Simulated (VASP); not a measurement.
Set up this calculation in VASP 6.6.1, as the native input.

```
Task                   : single point
Functional             : PBEsol
Potentials or basis    : VASP PAW PBE potentials, release 64 (Ta_pv)
Cutoff                 : 520 eV
k mesh                 : 20 × 20 × 20
Occupations            : gaussian, width 0.15 eV
Spin                   : no spin polarisation
Dipole correction      : no
Further INCAR settings : ALGO = Normal; EDIFF = 1e-07; NBANDS = 12
```

The structure of Ta lies in POSCAR:

```
Ta
1.0
   -1.6512800000      1.6512800000      1.6512800000
    1.6512800000     -1.6512800000      1.6512800000
    1.6512800000      1.6512800000     -1.6512800000
Ta
1
Direct
    0.0000000000      0.0000000000      0.0000000000
```

These files were run (other wordings do the same):

INCAR

```
PREC     = Accurate       # precision mode
ENCUT    = 520            # plane-wave cutoff, eV
EDIFF    = 1E-7           # SCF threshold, eV
ISMEAR   = 0              # smearing method
SIGMA    = 0.15           # smearing width, eV
LREAL    = F              # projectors in reciprocal space
LASPH    = T              # aspherical terms in the spheres
NELM     = 60             # most SCF steps
ALGO     = Normal         # electronic algorithm
ISIF     = 2              # what is computed and relaxed
LWAVE    = F              # write WAVECAR
LCHARG   = T              # write CHGCAR
GGA      = PS             # functional
LELF     = T              # ELF
LVHAR    = T            
NBANDS   = 12             # bands
```

KPOINTS

```
regular mesh
0
Gamma
  20 20 20
```

Potentials or basis: VASP PAW PBE potentials, release 64 (Ta_pv).

Command:

```sh
$ cat potpaw_PBE.64/Ta_pv/POTCAR > POTCAR
$ mpirun -np 1 vasp_std > vasp.out
```

It gave:

The pressure is -3.6 GPa.

Caveat: the PAW data sets were made with another functional, which shifts forces and pressure a little.

It took 13 s on 1 thread of Intel(R) Xeon(R) 6975P-C (Granite Rapids) (shared host), peak memory 0.17 GiB.
